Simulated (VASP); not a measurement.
Write the native input for VASP 6.6.1 that does the following.

```yaml
Task: single point
Functional: LDA
Potentials_or_basis: VASP PAW LDA potentials, release 64 (Be, S)
Cutoff: 520 eV
k_mesh: 10 × 10 × 10
Occupations: gaussian, width 0.01 eV
Spin: no spin polarisation
Dipole_correction: no
Further_INCAR_settings: ALGO = Normal; EDIFF = 1e-07; NBANDS = 11
```

The structure of BeS lies in POSCAR:

```
BeS
1.0
    0.0000000000      2.3691327154      2.3691327154
    2.3691327154      0.0000000000      2.3691327154
    2.3691327154      2.3691327154      0.0000000000
Be S
1 1
Direct
    0.0000000000      0.0000000000      0.0000000000
    0.7500000000      0.7500000000      0.7500000000
```

The input as run:

INCAR

```
SYSTEM = BeS
ALGO = Normal
EDIFF = 1E-7
ENCUT = 520
ISIF = 2
ISMEAR = 0
LASPH = .True.
LCHARG = .False.
LREAL = .False.
LWAVE = .False.
NBANDS = 11
NELM = 60
PREC = Accurate
SIGMA = 0.01
```

KPOINTS

```
k-points
0
Gamma
  10 10 10
  0 0 0
```

Potentials or basis: VASP PAW LDA potentials, release 64 (Be, S).

Command:

```bash
$ cat potpaw_LDA.64/Be/POTCAR potpaw_LDA.64/S/POTCAR > POTCAR
$ mpirun -np 1 vasp_std > vasp.out
```

Results of the run:

- Pressure: 4.0 GPa
- Band gap on the k mesh: 2.75 eV, indirect (least direct gap 5.51 eV)

It took 21 s on 1 thread of Intel Xeon 8259CL, on a shared host, peak memory 0.14 GiB.
